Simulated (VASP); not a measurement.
# InSb3 (Fm-3m) in VASP: settings compared

The runs below take InSb3 through single point, with BLYP, PBE.

Program: VASP 6.6.1. These are calculated values, not measurements. Logs are shortened: lines on timing, memory, paths and dates and some standing lists are left out, and cuts for length are marked.

### Step 1. The cell of the first run

Symmetry: Fm-3m, No. 225, cubic system. Conventional cell: a = 7.589 Å, b = 7.589 Å, c = 7.589 Å, α = 90.00°, β = 90.00°, γ = 90.00°. In (site symmetry m-3m) has 14 Sb at 3.29 to 3.79 Å within 4.3 Å. Within 4.3 Å of Sb (site symmetry -43m) lie 4 In at 3.29 Å and 10 Sb at 3.29 to 3.79 Å. Sb (site symmetry m-3m) has 8 Sb at 3.29 Å and 6 In at 3.79 Å within 4.3 Å.

### Step 2. Single point, BLYP

INCAR

```
  AGGAC = 1.0
  AGGAX = 1.0
  ALDAC = 0.0
  ALDAX = 1.0
  ALGO = Normal
  EDIFF = 1E-6
  ENCUT = 500
  GGA = B5
  GGA_COMPAT = False
  ISIF = 2
  ISMEAR = 1
  LASPH = True
  LCHARG = False
  LREAL = False
  LWAVE = False
  NBANDS = 22
  NELM = 120
  PREC = Accurate
  SIGMA = 0.15
```

KPOINTS

```
k-points
0
Gamma
  4 4 4
```

POSCAR

```
InSb3
1.0
    0.0000000000      3.7945550000      3.7945550000
    3.7945550000      0.0000000000      3.7945550000
    3.7945550000      3.7945550000      0.0000000000
In Sb
1 3
Direct
    0.0000000000      0.0000000000      0.0000000000
    0.2500000000      0.2500000000      0.2500000000
    0.7500000000      0.7500000000      0.7500000000
    0.5000000000      0.5000000000      0.5000000000
```

Potentials or basis: VASP PAW PBE potentials, release 64 (In_d, Sb).

Run with:

```
> cat potpaw_PBE.64/In_d/POTCAR potpaw_PBE.64/Sb/POTCAR > POTCAR
> mpirun -np 1 vasp_std > vasp.out
```

OUTCAR:

```text
EDIFF = 1E-6
   ENCUT = 500
   GGA = B5
   ISIF = 2
   ISMEAR = 1
   LASPH = True
   LREAL = False
   NELM = 120
   PREC = Accurate

 ion  position               nearest neighbor table
   1  0.000  0.000  0.000-   2 3.29   3 3.29   3 3.29   3 3.29   3 3.29   2 3.29   2 3.29   2 3.29
                             4 3.79   4 3.79   4 3.79   4 3.79   4 3.79   4 3.79
   2  0.250  0.250  0.250-   1 3.29   4 3.29   1 3.29   1 3.29   1 3.29   4 3.29   4 3.29   4 3.29

   3  0.750  0.750  0.750-   1 3.29   4 3.29   4 3.29   4 3.29   4 3.29   1 3.29   1 3.29   1 3.29

   4  0.500  0.500  0.500-   2 3.29   3 3.29   2 3.29   2 3.29   2 3.29   3 3.29   3 3.29   3 3.29
                             1 3.79   1 3.79   1 3.79   1 3.79   1 3.79   1 3.79

  LATTYP: Found a face centered cubic cell.
 ALAT       =     7.5891100000

  Lattice vectors:

 A1 = (   0.0000000000,   3.7945550000,   3.7945550000)
 A2 = (   3.7945550000,   0.0000000000,   3.7945550000)
 A3 = (   3.7945550000,   3.7945550000,   0.0000000000)

Analysis of symmetry for initial positions (statically):
=====================================================================
 Subroutine PRICEL returns:
 Original cell was already a primitive cell.

 Routine SETGRP: Setting up the symmetry group for a
 face centered cubic supercell.

 Subroutine GETGRP returns: Found 48 space group operations
 (whereof 48 operations were pure point group operations)
 out of a pool of 48 trial point group operations.

The static configuration has the point symmetry O_h .

Analysis of symmetry for dynamics (positions and initial velocities):
=====================================================================
 Subroutine PRICEL returns:
 Original cell was already a primitive cell.

 Routine SETGRP: Setting up the symmetry group for a
 face centered cubic supercell.

 Subroutine GETGRP returns: Found 48 space group operations
 (whereof 48 operations were pure point group operations)
 out of a pool of 48 trial point group operations.

The dynamic configuration has the point symmetry O_h .

 Subroutine INISYM returns: Found 48 space group operations
 (whereof 48 operations are pure point group operations),
 and found     1 'primitive' translations

----------------------------------------------------------------------------------------

                                     Primitive cell

  volume of cell :     109.2729

  direct lattice vectors                    reciprocal lattice vectors
     0.000000000  3.794555000  3.794555000    -0.131767757  0.131767757  0.131767757
     3.794555000  0.000000000  3.794555000     0.131767757 -0.131767757  0.131767757
     3.794555000  3.794555000  0.000000000     0.131767757  0.131767757 -0.131767757

  length of vectors
     5.366311144  5.366311144  5.366311144     0.228228449  0.228228449  0.228228449

  position of ions in fractional coordinates (direct lattice)
     0.000000000  0.000000000  0.000000000
     0.250000000  0.250000000  0.250000000
     0.750000000  0.750000000  0.750000000
     0.500000000  0.500000000  0.500000000

  ion indices of the primitive-cell ions
   primitive index   ion index
                 1           1
                 2           2
                 3           3
                 4           4

----------------------------------------------------------------------------------------

 KPOINTS: k-points

Automatic generation of k-mesh.
 Grid dimensions read from file:
 generate k-points for:    4    4    4

 Generating k-lattice:

  Cartesian coordinates                     Fractional coordinates (reciprocal lattice)
    -0.032941939  0.032941939  0.032941939     0.250000000  0.000000000  0.000000000
     0.032941939 -0.032941939  0.032941939     0.000000000  0.250000000  0.000000000
     0.032941939  0.032941939 -0.032941939     0.000000000  0.000000000  0.250000000

  Length of vectors
     0.057057112  0.057057112  0.057057112

  Shift w.r.t. Gamma in fractional coordinates (k-lattice)
     0.000000000  0.000000000  0.000000000

 Subroutine IBZKPT returns following result:
 ===========================================

 Found      8 irreducible k-points:

 Following reciprocal coordinates:
            Coordinates               Weight
  0.000000  0.000000  0.000000      1.000000
  0.250000  0.000000  0.000000      8.000000
  0.500000  0.000000  0.000000      4.000000
  0.250000  0.250000  0.000000      6.000000
  0.500000  0.250000  0.000000     24.000000
 -0.250000  0.250000  0.000000     12.000000
  0.500000  0.500000  0.000000      3.000000
 -0.250000  0.500000  0.250000      6.000000
   k-points           NKPTS =      8   k-points in BZ     NKDIM =      8   number of bands    NBANDS=     22
   number of dos      NEDOS =    301   number of ions     NIONS =      4
   total plane-waves  NPLWV =  64000
   dimension x,y,z NGX =    40 NGY =   40 NGZ =   40
   dimension x,y,z NGXF=    80 NGYF=   80 NGZF=   80
   ions per type =               1   3
   NGX,Y,Z   is equivalent  to a cutoff of  12.39, 12.39, 12.39 a.u.
   NGXF,Y,Z  is equivalent  to a cutoff of  24.78, 24.78, 24.78 a.u.
 SYSTEM =  unknown system
   PREC   = accura    normal or accurate (medium, high low for compatibility)
   ISTART =      0    job   : 0-new  1-cont  2-samecut
   ICHARG =      2    charge: 1-file 2-atom 10-const
   ISPIN  =      1    spin polarized calculation?
   LNONCOLLINEAR =      F non collinear calculations
   LSORBIT =      F    spin-orbit coupling
   LASPH  =      T    aspherical Exc in radial PAW
   ENCUT  =  500.0 eV  36.75 Ry    6.06 a.u.   9.78  9.78  9.78*2*pi/ulx,y,z
   NELM   =    120;   NELMIN=  2; NELMDL= -5     # of ELM steps
   EDIFF  = 0.1E-05   stopping-criterion for ELM
   LREAL  =      F    real-space projection
   EDIFFG = 0.1E-04   stopping-criterion for IOM
   NSW    =      0    number of steps for IOM
   IBRION =     -1    ionic relax: 0-MD 1-quasi-New 2-CG
   NFREE  =      0    steps in history (QN), initial steepest desc. (CG)
   ISIF   =      2    stress and relaxation
   ISYM   =      2    0-nonsym 1-usesym 2-fastsym
   POTIM  = 0.5000    time-step for ionic-motion
   TEBEG  =    0.0;   TEEND  =   0.0 temperature during run
   PSTRESS=    0.0 pullay stress
   NELECT =      28.0000    total number of electrons
   NUPDOWN=      -1.0000    fix difference up-down
   EMIN   =  10.00;   EMAX   =-10.00  energy-range for DOS
   EFERMI =   0.00;   METHOD = LEGACY
   ISMEAR =     1;   SIGMA  =   0.15  broadening in eV -4-tet -1-fermi 0-gaus
   EFERMI_NEDOS =   21; number of points for ismear=-14 and -15
   IALGO  =     38    algorithm
   IMIX   =      4    mixing-type and parameters
     AMIX     =   0.40;   BMIX     =  1.00
     AMIX_MAG =   1.60;   BMIX_MAG =  1.00
  volume/ion in A,a.u.               =      27.32       184.35
  Fermi-wavevector in a.u.,A,eV,Ry     =   1.039816  1.964968 14.710866  1.081218
  Thomas-Fermi vector in A             =   2.174364
   LORBIT       =      0    0 simple, 1 ext, 2 COOP (PROOUT), +10 PAW based schemes
   GGA     = B5    functional components
   LHFCALC =     F    Hartree Fock is set to
   AEXX    =    0.0000 exact exchange contribution
   IVDW    =     0    specifies the selected vdW correction
   LEPSILON=     F    determine dielectric tensor
   LRPA    =     F    only Hartree local field effects (RPA)
 non-spin polarized calculation
 Methfessel and Paxton  Order N= 1 SIGMA  =   0.15
  energy-cutoff  :      500.00
  volume of cell :      109.27
 maximum number of plane-waves:      2788
   NGX = 19   NGY = 19   NGZ = 19

 number of electron      27.9999991 magnetization

 Free energy of the ion-electron system (eV)
  ---------------------------------------------------
  ext. energy  EPLUGINS =         0.00000000
  ---------------------------------------------------
  free energy    TOTEN  =       -10.53369907 eV

  energy without entropy =      -10.50793905  energy(sigma->0) =      -10.52511239

 E-fermi :   8.4555     XC(G=0):  -9.4911

 val. band max:        8.4549946528   @ k =   0.5000   0.2500   0.0000
 cond. band min:       8.4793557093   @ k =   0.2500   0.0000   0.0000
 fundamental gap:      0.0243610566
 Fermi energy:         8.4555415161

 k-point     1 :       0.0000    0.0000    0.0000
  band No.  band energies     occupation
      1      -6.1980      2.00000
      2      -6.1980      2.00000
      3      -6.1980      2.00000
      4      -6.1662      2.00000
      5      -6.1662      2.00000
      6      -3.7898      2.00000
[... 14 lines left out ...]
     21      14.9701      0.00000
     22      14.9701      0.00000

 k-point     2 :       0.2500    0.0000    0.0000
  band No.  band energies     occupation
      1      -6.2051      2.00000
      2      -6.1953      2.00000
      3      -6.1953      2.00000
      4      -6.1670      2.00000
      5      -6.1670      2.00000
      6      -3.3384      2.00000
[... 14 lines left out ...]
     21      13.6067      0.00000
     22      14.1106      0.00000

 k-point     3 :       0.5000    0.0000    0.0000
  band No.  band energies     occupation
      1      -6.2130      2.00000
      2      -6.1930      2.00000
      3      -6.1930      2.00000
      4      -6.1673      2.00000
      5      -6.1673      2.00000
      6      -2.3604      2.00000
[... 14 lines left out ...]
     21      14.0366      0.00000
     22      16.9339      0.00000

 k-point     4 :       0.2500    0.2500    0.0000
  band No.  band energies     occupation
      1      -6.2097      2.00000
      2      -6.1926      2.00000
      3      -6.1926      2.00000
      4      -6.1711      2.00000
      5      -6.1651      2.00000
      6      -3.1863      2.00000
[... 14 lines left out ...]
     21      13.1436      0.00000
     22      13.1436      0.00000

 k-point     5 :       0.5000    0.2500    0.0000
  band No.  band energies     occupation
      1      -6.2120      2.00000
      2      -6.1951      2.00000
      3      -6.1897      2.00000
      4      -6.1729      2.00000
      5      -6.1658      2.00000
      6      -2.2184      2.00000
[... 14 lines left out ...]
     21      13.6261      0.00000
     22      14.9368      0.00000

 k-point     6 :      -0.2500    0.2500    0.0000
  band No.  band energies     occupation
      1      -6.2053      2.00000
      2      -6.1997      2.00000
      3      -6.1920      2.00000
      4      -6.1688      2.00000
      5      -6.1681      2.00000
      6      -2.6158      2.00000
[... 14 lines left out ...]
     21      13.9408      0.00000
     22      15.3917      0.00000

 k-point     7 :       0.5000    0.5000    0.0000
  band No.  band energies     occupation
      1      -6.2215      2.00000
      2      -6.1867      2.00000
      3      -6.1867      2.00000
      4      -6.1780      2.00000
      5      -6.1639      2.00000
      6      -1.6268      2.00000
[... 14 lines left out ...]
     21      13.5092      0.00000
     22      14.1609      0.00000

 k-point     8 :      -0.2500    0.5000    0.2500
  band No.  band energies     occupation
      1      -6.2049      2.00000
      2      -6.2049      2.00000
      3      -6.1868      2.00000
      4      -6.1744      2.00000
      5      -6.1663      2.00000
      6      -1.3071      2.00000
[... 14 lines left out ...]
     21      12.6848      0.00000
     22      16.4274      0.00000

------------------------ aborting loop because EDIFF is reached ----------------------------------------

  FORCE on cell =-STRESS in cart. coord.  units (eV):
  Direction    XX          YY          ZZ          XY          YZ          ZX
  --------------------------------------------------------------------------------------
  -------------------------------------------------------------------------------------
  Total        2.8479182      2.8479182      2.8479182     -0.0000000     -0.0000000      0.0000000
  in kB       41.7566400     41.7566400     41.7566400     -0.0000000     -0.0000000      0.0000000
  external PRESSURE =      41.7566400 kB  Pullay stress =       0.0000000 kB

 VOLUME and BASIS-vectors are now :
 -----------------------------------------------------------------------------
  energy-cutoff  :      500.00
  volume of cell :      109.27
      direct lattice vectors                 reciprocal lattice vectors
     0.000000000  3.794555000  3.794555000    -0.131767757  0.131767757  0.131767757
     3.794555000  0.000000000  3.794555000     0.131767757 -0.131767757  0.131767757
     3.794555000  3.794555000  0.000000000     0.131767757  0.131767757 -0.131767757

 POSITION                                       TOTAL-FORCE (eV/Angst)
 -----------------------------------------------------------------------------------
      0.00000      0.00000      0.00000         0.000000      0.000000      0.000000
      1.89728      1.89728      1.89728        -0.000000      0.000000      0.000000
      5.69183      5.69183      5.69183         0.000000     -0.000000     -0.000000
      3.79455      3.79455      3.79455         0.000000      0.000000      0.000000
 -----------------------------------------------------------------------------------
    total drift:                               -0.000000      0.000000      0.000000

  FREE ENERGIE OF THE ION-ELECTRON SYSTEM (eV)
  ---------------------------------------------------
  free  energy   TOTEN  =       -10.5336990676 eV

  energy  without entropy=      -10.5079390457  energy(sigma->0) =      -10.52511239
```

It took 24 s on 1 thread of Intel Xeon 6975P-C (Granite Rapids), shared host; peak memory 0.23 GiB.

What came out:

- Free energy: -10.5337 eV
- Pressure: 4.2 GPa
- Band gap on the k mesh: zero (band 14 reaches 9.55 eV, above the bottom of band 15 at 6.11 eV)

Caveat: the PAW data sets were made with another functional, which shifts forces and pressure a little; spin-orbit coupling is left out, which moves the levels of the heavy elements.

### Step 3. Single point, PBE

INCAR

```
SYSTEM = InSb3
ALGO = Normal
EDIFF = 1E-6
ENCUT = 500
GGA = PE
GGA_COMPAT = .False.
ISIF = 2
ISMEAR = 1
LASPH = .True.
LCHARG = .False.
LREAL = .False.
LWAVE = .False.
NBANDS = 22
NELM = 120
PREC = Accurate
SIGMA = 0.1
```

KPOINTS

```
k-points
0
Gamma
  4 4 4
  0 0 0
```

POSCAR is that of step 2.

Potentials or basis: VASP PAW PBE potentials, release 64 (In_d, Sb).

Run with:

```
> cat potpaw_PBE.64/In_d/POTCAR potpaw_PBE.64/Sb/POTCAR > POTCAR
> mpirun -np 1 vasp_std > vasp.out
```

It took 12 s on 1 thread of Intel Xeon 6975P-C (Granite Rapids), shared host; peak memory 0.23 GiB.

It converged, with:

| Item | Value |
| --- | --- |
| Free energy | -14.0644 eV |
| Pressure | -1.4 GPa |
| Band gap on the k mesh | zero (band 14 reaches 9.12 eV, above the bottom of band 15 at 5.66 eV) |

Levels at points of the mesh, in eV from the Fermi level:
```tsv
k point	band 10	band 11	band 12	band 13	band 14	band 15	band 16	band 17	band 18	band 19
(0.00, 0.00, 0.00)	-2.46	-2.46	-2.36	-2.36	-2.36	-2.29	-0.66	-0.66	-0.66	3.49
(0.50, 0.00, 0.00)	-3.41	-3.41	-2.58	-2.58	-0.23	-0.08	1.94	1.94	3.08	3.08
(0.50, 0.50, 0.00)	-5.04	-5.04	0.35	0.91	0.91	1.26	1.72	1.82	1.82	4.15
```

Caveat: spin-orbit coupling is left out, which moves the levels of the heavy elements.

### Step 4. Single point, PBE

INCAR

```
  PREC = Accurate
  ENCUT = 500
  EDIFF = 1E-6
  ISMEAR = 0
  SIGMA = 0.1
  LREAL = F
  LASPH = T
  NELM = 120
  ALGO = Normal
  ISIF = 2
  LWAVE = F
  LCHARG = F
  GGA = PE
  NBANDS = 22
  GGA_COMPAT = F
```

KPOINTS

```
Automatic mesh
0
Gamma
  4 4 4
```

POSCAR

```
InSb3
1.0
    0.0000000000      3.7945550000      3.7945550000
    3.7945550000      0.0000000000      3.7945550000
    3.7945550000      3.7945550000      0.0000000000
In Sb
1 3
Direct
    0.5570000000      0.5070000000      0.1340000000
    0.8070000000      0.7570000000      0.3840000000
    1.3070000000      1.2570000000      0.8840000000
    1.0570000000      1.0070000000      0.6340000000
```

Run with:

```
> cat potpaw_PBE.64/In_d/POTCAR potpaw_PBE.64/Sb/POTCAR > POTCAR
> mpirun -np 1 vasp_std > vasp.out
```

Run time: 10 s. Hardware: 1 thread of Intel Xeon 6975P-C (Granite Rapids), shared host; peak memory 0.23 GiB.

It converged, with:

```yaml
Free_energy: -14.0866 eV
Pressure: -1.4 GPa
Band_gap_on_the_k_mesh: zero (band 14 reaches 9.13 eV, above the bottom of band 15 at 5.65 eV)
```

Levels at points of the mesh, in eV from the Fermi level:
```csv
k point,band 11,band 12,band 13,band 14,band 15,band 16,band 17,band 18
"(0.00, 0.00, 0.00)",-2.46,-2.37,-2.37,-2.37,-2.30,-0.66,-0.66,-0.66
"(0.50, 0.00, 0.00)",-3.41,-2.58,-2.58,-0.23,-0.08,1.94,1.94,3.08
"(0.50, 0.50, 0.00)",-5.04,0.35,0.91,0.91,1.26,1.72,1.82,1.82
```

Caveat: spin-orbit coupling is left out, which moves the levels of the heavy elements.

### Step 5. Single point, PBE

INCAR

```
PREC = Accurate ; ENCUT = 500
EDIFF = 1E-6 ; ISMEAR = -1
SIGMA = 0.025851999786435532 ; LREAL = False
LASPH = True ; NELM = 120
ALGO = Normal ; ISIF = 2
LWAVE = False ; LCHARG = True
GGA = PE ; LELF = True
LVHAR = True ; NBANDS = 22
GGA_COMPAT = False
```

KPOINTS is that of step 4.

POSCAR

```
InSb3
1.0
    0.0000000000      3.7945550000      3.7945550000
    3.7945550000      0.0000000000      3.7945550000
    3.7945550000      3.7945550000      0.0000000000
In Sb
1 3
Direct
    0.0000000000      0.0000000000      0.0000000000
    0.2500000000      0.2500000000      0.2500000000
    0.7500000000      0.7500000000      0.7500000000
    0.5000000000      0.5000000000      0.5000000000
```

Run with:

```
> cat potpaw_PBE.64/In_d/POTCAR potpaw_PBE.64/Sb/POTCAR > POTCAR
> mpirun -np 1 vasp_std > vasp.out
```

Wall time 13 s (1 thread of Intel Xeon 6975P-C (Granite Rapids), shared host); peak memory 0.24 GiB.

The run converged. Its results:

* Free energy: -14.0716 eV
* Pressure: -1.4 GPa
* Band gap on the k mesh: zero (band 14 reaches 9.12 eV, above the bottom of band 15 at 5.66 eV)

Levels at points of the mesh, in eV from the Fermi level:
| k point | band 12 | band 13 | band 14 | band 15 | band 16 | band 17 |
| --- | --- | --- | --- | --- | --- | --- |
| (0.00, 0.00, 0.00) | -2.37 | -2.37 | -2.37 | -2.29 | -0.66 | -0.66 |
| (0.50, 0.00, 0.00) | -2.58 | -2.58 | -0.23 | -0.08 | 1.94 | 1.94 |
| (0.50, 0.50, 0.00) | 0.35 | 0.91 | 0.91 | 1.26 | 1.72 | 1.82 |

Caveat: spin-orbit coupling is left out, which moves the levels of the heavy elements.

### Step 6. The runs side by side

```tsv
level	smearing	gap on the mesh (eV)	pressure (GPa)
BLYP	methfessel-paxton 0.15 eV	none	4.2
PBE	methfessel-paxton 0.1 eV	none	-1.4
PBE	gaussian 0.1 eV	none	-1.4
PBE	fermi-dirac 0.025852 eV	none	-1.4
```

Alike in all rows: task single point; potentials or basis VASP PAW PBE potentials, release 64 (In_d, Sb); no spin polarisation; cell as given; k mesh 4 × 4 × 4; cutoff (eV) 500.

Every run on the cell as given and a fine mesh finds a metal. The pressure there spans -1.4 GPa (PBE) to 4.2 GPa (BLYP); a positive pressure means that this level wants a larger cell, a negative one a smaller.

Caveats: spin-orbit coupling is left out, which moves the levels of the heavy elements; the PAW data sets were made with another functional, which shifts forces and pressure a little (some runs).

Absolute energies hang on the potentials; compare differences alone.
